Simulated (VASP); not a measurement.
# Cs (Pm-3m) in VASP: a series of runs

Cs is run at these levels: PBEsol; tasks: single point, relaxation of cell and atoms.

Program: VASP 6.6.1. These are calculated values, not measurements. Logs are shortened: lines on timing, memory, paths and dates and some standing lists are left out, and cuts for length are marked.

## (1) The cell of the first run

Symmetry: Pm-3m, No. 221, cubic system. Conventional cell: a = 4.805 Å, b = 4.805 Å, c = 4.805 Å, α = 90.00°, β = 90.00°, γ = 90.00°.

## (2) Single point, PBEsol

INCAR reads:

```
PREC = Accurate
ENCUT = 520
EDIFF = 1E-7
ISMEAR = 1
SIGMA = 0.05
LREAL = F
LASPH = T
NELM = 60
ALGO = Normal
ISIF = 2
LWAVE = F
LCHARG = F
GGA = PS
NBANDS = 10
```

KPOINTS reads:

```
Automatic mesh
0
Gamma
  4 4 4
```

POSCAR reads:

```
Cs
1.0
    4.8045279153      0.0000000000      0.0000000000
    0.0000000000      4.8045279153      0.0000000000
    0.0000000000      0.0000000000      4.8045279153
Cs
1
Direct
    0.0000000000      0.0000000000      0.0000000000
```

Potentials or basis: VASP PAW PBE potentials, release 64 (Cs_sv).

Launch:

```sh
$ cat potpaw_PBE.64/Cs_sv/POTCAR > POTCAR
$ mpirun -np 1 vasp_std > vasp.out
```

OUTCAR:

```text
PREC = Accurate
   ENCUT = 520
   EDIFF = 1E-7
   ISMEAR = 1
   LREAL = F
   LASPH = T
   NELM = 60
   ISIF = 2
   GGA = PS

 ion  position               nearest neighbor table
   1  0.000  0.000  0.000-

  LATTYP: Found a simple cubic cell.
 ALAT       =     4.8045279153

  Lattice vectors:

 A1 = (   4.8045279153,   0.0000000000,   0.0000000000)
 A2 = (   0.0000000000,   4.8045279153,   0.0000000000)
 A3 = (   0.0000000000,   0.0000000000,   4.8045279153)

Analysis of symmetry for initial positions (statically):
=====================================================================
 Subroutine PRICEL returns:
 Original cell was already a primitive cell.

 Routine SETGRP: Setting up the symmetry group for a
 simple cubic supercell.

 Subroutine GETGRP returns: Found 48 space group operations
 (whereof 48 operations were pure point group operations)
 out of a pool of 48 trial point group operations.

The static configuration has the point symmetry O_h .

Analysis of symmetry for dynamics (positions and initial velocities):
=====================================================================
 Subroutine PRICEL returns:
 Original cell was already a primitive cell.

 Routine SETGRP: Setting up the symmetry group for a
 simple cubic supercell.

 Subroutine GETGRP returns: Found 48 space group operations
 (whereof 48 operations were pure point group operations)
 out of a pool of 48 trial point group operations.

The dynamic configuration has the point symmetry O_h .

 Subroutine INISYM returns: Found 48 space group operations
 (whereof 48 operations are pure point group operations),
 and found     1 'primitive' translations

----------------------------------------------------------------------------------------

                                     Primitive cell

  volume of cell :     110.9053

  direct lattice vectors                    reciprocal lattice vectors
     4.804527915  0.000000000  0.000000000     0.208136994  0.000000000  0.000000000
     0.000000000  4.804527915  0.000000000     0.000000000  0.208136994  0.000000000
     0.000000000  0.000000000  4.804527915     0.000000000  0.000000000  0.208136994

  length of vectors
     4.804527915  4.804527915  4.804527915     0.208136994  0.208136994  0.208136994

  position of ions in fractional coordinates (direct lattice)
     0.000000000  0.000000000  0.000000000

  ion indices of the primitive-cell ions
   primitive index   ion index
                 1           1

----------------------------------------------------------------------------------------

 KPOINTS: Automatic mesh

Automatic generation of k-mesh.
 Grid dimensions read from file:
 generate k-points for:    4    4    4

 Generating k-lattice:

  Cartesian coordinates                     Fractional coordinates (reciprocal lattice)
     0.052034249  0.000000000  0.000000000     0.250000000  0.000000000  0.000000000
     0.000000000  0.052034249  0.000000000     0.000000000  0.250000000  0.000000000
     0.000000000  0.000000000  0.052034249     0.000000000  0.000000000  0.250000000

  Length of vectors
     0.052034249  0.052034249  0.052034249

  Shift w.r.t. Gamma in fractional coordinates (k-lattice)
     0.000000000  0.000000000  0.000000000

 Subroutine IBZKPT returns following result:
 ===========================================

 Found     10 irreducible k-points:

 Following reciprocal coordinates:
            Coordinates               Weight
  0.000000  0.000000  0.000000      1.000000
  0.250000  0.000000  0.000000      6.000000
  0.500000  0.000000  0.000000      3.000000
  0.250000  0.250000  0.000000     12.000000
  0.500000  0.250000  0.000000     12.000000
  0.500000  0.500000  0.000000      3.000000
  0.250000  0.250000  0.250000      8.000000
  0.500000  0.250000  0.250000     12.000000
  0.500000  0.500000  0.250000      6.000000
  0.500000  0.500000  0.500000      1.000000
   k-points           NKPTS =     10   k-points in BZ     NKDIM =     10   number of bands    NBANDS=     10
   number of dos      NEDOS =    301   number of ions     NIONS =      1
   total plane-waves  NPLWV =  46656
   dimension x,y,z NGX =    36 NGY =   36 NGZ =   36
   dimension x,y,z NGXF=    72 NGYF=   72 NGZF=   72
   ions per type =               1
   NGX,Y,Z   is equivalent  to a cutoff of  12.46, 12.46, 12.46 a.u.
   NGXF,Y,Z  is equivalent  to a cutoff of  24.91, 24.91, 24.91 a.u.
 SYSTEM =  unknown system
   PREC   = accura    normal or accurate (medium, high low for compatibility)
   ISTART =      0    job   : 0-new  1-cont  2-samecut
   ICHARG =      2    charge: 1-file 2-atom 10-const
   ISPIN  =      1    spin polarized calculation?
   LNONCOLLINEAR =      F non collinear calculations
   LSORBIT =      F    spin-orbit coupling
   LASPH  =      T    aspherical Exc in radial PAW
   ENCUT  =  520.0 eV  38.22 Ry    6.18 a.u.   8.93  8.93  8.93*2*pi/ulx,y,z
   NELM   =     60;   NELMIN=  2; NELMDL= -5     # of ELM steps
[... 59 lines left out ...]
      2     -10.1905      2.00000
      3     -10.1905      2.00000
      4     -10.1905      2.00000
      5      -1.2285      2.00000
      6       1.7966      0.00000
      7       1.7966      0.00000
      8       5.0650      0.00000
      9       5.0650      0.00000
     10       5.0650      0.00000

 k-point     2 :       0.2500    0.0000    0.0000
  band No.  band energies     occupation
      1     -23.5060      2.00000
      2     -10.3144      2.00000
      3     -10.1797      2.00000
      4     -10.1797      2.00000
      5      -0.6978      2.00000
      6       1.8293      0.00000
      7       2.0008      0.00000
      8       3.9957      0.00000
      9       3.9957      0.00000
     10       4.8163      0.00000

 k-point     3 :       0.5000    0.0000    0.0000
  band No.  band energies     occupation
      1     -23.5003      2.00000
      2     -10.4323      2.00000
      3     -10.1689      2.00000
      4     -10.1689      2.00000
      5       0.2850      2.00000
      6       0.9748     -0.00000
      7       2.2576      0.00000
      8       3.4701      0.00000
      9       3.4701      0.00000
     10       5.2491      0.00000

 k-point     4 :       0.2500    0.2500    0.0000
  band No.  band energies     occupation
      1     -23.5004      2.00000
      2     -10.3044      2.00000
      3     -10.2969      2.00000
      4     -10.1692      2.00000
      5      -0.1995      2.00000
      6       1.8646      0.00000
      7       2.2611      0.00000
      8       3.0753      0.00000
      9       4.0238      0.00000
     10       4.3632      0.00000

 k-point     5 :       0.5000    0.2500    0.0000
  band No.  band energies     occupation
      1     -23.4948      2.00000
      2     -10.4159      2.00000
      3     -10.2867      2.00000
      4     -10.1587      2.00000
      5       0.8678     -0.00035
      6       0.8912     -0.00002
      7       2.6144      0.00000
      8       2.9215      0.00000
      9       3.6481      0.00000
     10       4.3860      0.00000

 k-point     6 :       0.5000    0.5000    0.0000
  band No.  band energies     occupation
      1     -23.4892      2.00000
      2     -10.3992      2.00000
      3     -10.3992      2.00000
      4     -10.1484      2.00000
      5       0.7135      1.33483
      6       1.7300      0.00000
      7       2.7110      0.00000
      8       2.7110      0.00000
      9       3.8636      0.00000
     10       3.8636      0.00000

 k-point     7 :       0.2500    0.2500    0.2500
  band No.  band energies     occupation
      1     -23.4948      2.00000
      2     -10.2942      2.00000
      3     -10.2839      2.00000
      4     -10.2839      2.00000
      5       0.2416      2.00000
      6       2.2773      0.00000
      7       2.2773      0.00000
      8       2.9068      0.00000
      9       3.4278      0.00000
     10       3.4278      0.00000

 k-point     8 :       0.5000    0.2500    0.2500
  band No.  band energies     occupation
      1     -23.4892      2.00000
      2     -10.4001      2.00000
      3     -10.2770      2.00000
      4     -10.2708      2.00000
      5       0.9898     -0.00000
      6       1.4605     -0.00000
      7       2.1984      0.00000
      8       3.0831      0.00000
      9       3.4140      0.00000
     10       4.1636      0.00000

 k-point     9 :       0.5000    0.5000    0.2500
  band No.  band energies     occupation
      1     -23.4837      2.00000
      2     -10.3841      2.00000
      3     -10.3841      2.00000
      4     -10.2610      2.00000
      5       1.0227     -0.00000
      6       1.9672      0.00000
      7       1.9672      0.00000
      8       2.7497      0.00000
      9       4.4557      0.00000
     10       4.4557      0.00000

 k-point    10 :       0.5000    0.5000    0.5000
  band No.  band energies     occupation
      1     -23.4783      2.00000
      2     -10.3689      2.00000
      3     -10.3689      2.00000
      4     -10.3689      2.00000
      5       1.5113     -0.00000
      6       1.5113     -0.00000
      7       1.5113     -0.00000
      8       3.5578      0.00000
      9       4.7850      0.00000
     10       4.7850      0.00000

------------------------ aborting loop because EDIFF is reached ----------------------------------------

  FORCE on cell =-STRESS in cart. coord.  units (eV):
  Direction    XX          YY          ZZ          XY          YZ          ZX
  --------------------------------------------------------------------------------------
  -------------------------------------------------------------------------------------
  Total       -0.0084071     -0.0084071     -0.0084071      0.0000000      0.0000000      0.0000000
  in kB       -0.1214515     -0.1214515     -0.1214515      0.0000000      0.0000000      0.0000000
  external PRESSURE =      -0.1214515 kB  Pullay stress =       0.0000000 kB

 VOLUME and BASIS-vectors are now :
 -----------------------------------------------------------------------------
  energy-cutoff  :      520.00
  volume of cell :      110.91
      direct lattice vectors                 reciprocal lattice vectors
     4.804527915  0.000000000  0.000000000     0.208136994  0.000000000  0.000000000
     0.000000000  4.804527915  0.000000000     0.000000000  0.208136994  0.000000000
     0.000000000  0.000000000  4.804527915     0.000000000  0.000000000  0.208136994

 POSITION                                       TOTAL-FORCE (eV/Angst)
 -----------------------------------------------------------------------------------
      0.00000      0.00000      0.00000         0.000000      0.000000      0.000000
 -----------------------------------------------------------------------------------
    total drift:                                0.000000      0.000000     -0.000000

  FREE ENERGIE OF THE ION-ELECTRON SYSTEM (eV)
  ---------------------------------------------------
  free  energy   TOTEN  =        -0.8549627029 eV

  energy  without entropy=       -0.8543908727  energy(sigma->0) =       -0.85477209
```

Wall time 6.8 s (1 thread of Intel Xeon Platinum 8559C (Emerald Rapids), shared host); peak memory 0.19 GiB.

What came out:

```yaml
Free_energy: -0.8550 eV
Pressure: 0.0 GPa
```

Caveat: the PAW data sets were made with another functional, which shifts forces and pressure a little; spin-orbit coupling is left out, which moves the levels of the heavy elements.

## (3) Relaxation of cell and atoms, PBEsol

This run uses another cell than the first one, of 122.76 Å³/atom, 1.107 times its volume.

INCAR reads:

```
  PREC = Accurate
  ENCUT = 600
  EDIFF = 1E-6
  ISMEAR = 1
  SIGMA = 0.05
  LREAL = False
  LASPH = True
  NELM = 100
  ALGO = Normal
  ISIF = 3
  LWAVE = False
  LCHARG = False
  GGA = PS
  IBRION = 2
  NSW = 80
  EDIFFG = -0.02
```

KPOINTS reads:

```
regular mesh
0
Gamma
  4 4 4
```

POSCAR reads:

```
Cs
1.0
    4.9700000000      0.0000000000      0.0000000000
    0.0000000000      4.9700000000      0.0000000000
    0.0000000000      0.0000000000      4.9700000000
Cs
1
Direct
    0.0000000000      0.0000000000      0.0000000000
```

Potentials or basis: VASP PAW PBE potentials, release 64 (Cs_sv).

Launch:

```sh
$ cat potpaw_PBE.64/Cs_sv/POTCAR > POTCAR
$ mpirun -np 1 vasp_std > vasp.out
```

Wall time 24 s (1 thread of Intel Xeon Platinum 8559C (Emerald Rapids), shared host); peak memory 0.23 GiB.

The run converged. Its results:

```
Free energy                            : -0.8553 eV
Relaxed volume                         : 110.40 Å³/atom
Relaxed cell                           : a = 4.797 Å, b = 4.797 Å, c = 4.797 Å, α = 90.00°, β = 90.00°, γ = 90.00°
Space group after relaxing (to 0.05 Å) : Pm-3m (No. 221)
Energy gained by relaxing              : 6.7 meV/atom
Ionic steps                            : 6
Pressure after relaxing                : 0.0 GPa
```

The path:
```
step  energy change (eV)  largest force (eV/Å)  pressure (GPa)  volume (Å³)
   1              0.0000                0.0000           -0.06       122.76
   2             -0.0004                0.0000           -0.08       121.91
   3             -0.0020                0.0000           -0.13       119.38
   4             -0.0058                0.0000           -0.07       114.42
   5             -0.0048                0.0000            0.11       104.91
   6             -0.0067                0.0000            0.01       110.40
```

Final structure:
```
Cs
1.0
     4.79721    0.00000    0.00000
     0.00000    4.79721    0.00000
     0.00000    0.00000    4.79721
Cs
1
Direct
  0.00000 0.00000 0.00000
```

Levels at points of the mesh, in eV from the Fermi level:
```
           k point  band 1  band 2  band 3  band 4  band 5  band 6  band 7  band 8
(0.00, 0.00, 0.00)  -24.23  -10.91  -10.91  -10.91   -1.95    1.08    1.08    4.36
(0.50, 0.00, 0.00)  -24.22  -11.15  -10.88  -10.88   -0.43    0.26    1.54    2.76
(0.50, 0.50, 0.00)  -24.21  -11.12  -11.12  -10.86   -0.01    1.01    2.00    2.00
(0.50, 0.50, 0.50)  -24.20  -11.09  -11.09  -11.09    0.79    0.79    0.79    2.84
```

Caveat: the PAW data sets were made with another functional, which shifts forces and pressure a little; spin-orbit coupling is left out, which moves the levels of the heavy elements.

## (4) Relaxation of cell and atoms, PBEsol, target pressure 15 GPa, at which the enthalpy is minimised

This run uses another cell than the first one, of 122.76 Å³/atom, 1.107 times its volume.

INCAR reads:

```
SYSTEM = Cs
PREC     = Accurate       ! precision mode
ENCUT    = 600            ! plane-wave cutoff, eV
EDIFF    = 1E-7           ! SCF threshold, eV
ISMEAR   = 1              ! smearing method
SIGMA    = 0.05           ! smearing width, eV
LREAL    = .FALSE.        ! projectors in reciprocal space
LASPH    = .TRUE.         ! aspherical terms in the spheres
NELM     = 100            ! most SCF steps
ALGO     = Normal         ! electronic algorithm
ISIF     = 3              ! what is computed and relaxed
LWAVE    = .FALSE.        ! write WAVECAR
LCHARG   = .FALSE.        ! write CHGCAR
GGA      = PS             ! functional
IBRION   = 2              ! ionic algorithm
NSW      = 80             ! ionic steps
EDIFFG   = -0.02          ! ionic threshold
PSTRESS  = 150.0
```

KPOINTS reads:

```
Automatic mesh
0
G
  4 4 4
  0 0 0
```

POSCAR is that of step 3.

Launch:

```sh
$ cat potpaw_PBE.64/Cs_sv/POTCAR > POTCAR
$ mpirun -np 1 vasp_std > vasp.out
```

Wall time 61 s (1 thread of Intel Xeon Platinum 8559C (Emerald Rapids), shared host); peak memory 0.29 GiB.

Results (log left out):

```
Free energy                                            : 0.3660 eV
Relaxed volume                                         : 31.94 Å³/atom
Relaxed cell                                           : a = 3.173 Å, b = 3.173 Å, c = 3.173 Å, α = 90.00°, β = 90.00°, γ = 90.00°
Space group after relaxing (to 0.05 Å)                 : Pm-3m (No. 221)
Energy change on relaxing (the enthalpy is what falls) : +1214.7 meV/atom
Ionic steps                                            : 12
Pressure after relaxing                                : 15.0 GPa
```

Step by step:
```
step  energy change (eV)  largest force (eV/Å)  pressure (GPa)  volume (Å³)
   1              0.0000                0.0000           -0.06       122.76
   2             25.0605                0.0000          825.91        10.68
   3              0.0254                0.0000            0.60        90.10
   4              0.1324                0.0000            1.65        73.35
   5              0.8106                0.0000            7.77        38.11
   6              3.8437                0.0000           88.83        21.57
   7              0.9770                0.0000            9.39        35.27
   8              1.5175                0.0000           23.22        29.36
   9              1.1633                0.0000           13.58        32.52
  10              1.2634                0.0000           16.31        31.44
  11              1.1610                0.0000           13.52        32.54
  12              1.2147                0.0000           14.98        31.94
```

Final structure:
```
CELL_PARAMETERS angstrom
3.17282 0.00000 0.00000
0.00000 3.17282 0.00000
0.00000 0.00000 3.17282
ATOMIC_POSITIONS crystal
Cs 0.00000 0.00000 0.00000
```

Levels at points of the mesh, in eV from the Fermi level:
```
           k point  band 1  band 2  band 3  band 4  band 5  band 6  band 7  band 8
(0.00, 0.00, 0.00)  -24.86   -8.84   -8.84   -8.84   -0.73    0.46    0.46   11.22
(0.50, 0.00, 0.00)  -24.05  -13.41   -8.22   -8.22    1.83    2.08    4.06    5.25
(0.50, 0.50, 0.00)  -23.26  -12.52  -12.52   -7.66   -2.36    3.62    8.08    8.08
(0.50, 0.50, 0.50)  -22.48  -11.73  -11.73  -11.73   -0.36   -0.36   -0.36    3.94
```

Caveat: the cell is relaxed towards a set pressure, so the enthalpy falls and the energy may rise; the volume moved by over 15 % at a fixed basis, so the end points are rough; the PAW data sets were made with another functional, which shifts forces and pressure a little; spin-orbit coupling is left out, which moves the levels of the heavy elements.

## (5) The runs side by side

```tsv
task	cell	cutoff (eV)	gap on the mesh (eV)	pressure (GPa)
single point	a = 4.805 Å, 1 atom	520	none	0.0
relaxation of cell and atoms	relaxed from a = 4.970 Å, 1 atom	600	none	0.0
relaxation of cell and atoms	relaxed to 15 GPa from a = 4.970 Å, 1 atom	600	none	15.0
```

Alike in all rows: level PBEsol; potentials or basis VASP PAW PBE potentials, release 64 (Cs_sv); no spin polarisation; k mesh 4 × 4 × 4; smearing methfessel-paxton 0.05 eV.

Caveats: the PAW data sets were made with another functional, which shifts forces and pressure a little; spin-orbit coupling is left out, which moves the levels of the heavy elements; the cell is relaxed towards a set pressure, so the enthalpy falls and the energy may rise (some runs); the volume moved by over 15 % at a fixed basis, so the end points are rough (some runs).

Total energies depend on the potentials used, so only differences within one code and one set of settings carry meaning.
